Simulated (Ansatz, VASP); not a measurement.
GaP in VASP and in Ansatz

```
CELL_PARAMETERS angstrom
5.43870 0.00000 0.00000
0.00000 -5.43870 0.00000
0.00000 0.00000 -5.43870
ATOMIC_POSITIONS crystal
Ga 0.00000 0.00000 0.00000
Ga 0.50000 0.50000 0.00000
Ga 0.50000 0.00000 0.50000
Ga 0.00000 0.50000 0.50000
P 0.25000 0.25000 0.25000
P 0.75000 0.75000 0.25000
P 0.75000 0.25000 0.75000
P 0.25000 0.75000 0.75000
```

Alike in both runs: functional PBEsol; k mesh 6 × 6 × 6; occupations gaussian, width 0.01 eV; no spin polarisation.

Ansatz relaxed the structure, and its values are those at the end. VASP's run is a single point on that final structure, the one shown.

|  | VASP | Ansatz |
| --- | --- | --- |
| version | VASP 6.6.1 | Ansatz 0.2.0 |
| potentials or method | VASP PAW PBE potentials, release 64 (Ga_d, P), cutoff 520 eV | scalar-relativistic, plane waves, PAW |
| valence electrons in the cell | 72 | 72 |

|  | VASP | Ansatz | Ansatz less VASP |
| --- | --- | --- | --- |
| gap on the k mesh at the Fermi level (eV) | 1.46 | 1.46 | -0.001 |
| least direct gap on the mesh (eV) | 1.50 | 1.50 | -0.002 |
| pressure (GPa) | -0.1 | 0.0 | +0.07 |

VASP's potentials were made for PBE, not for PBEsol.
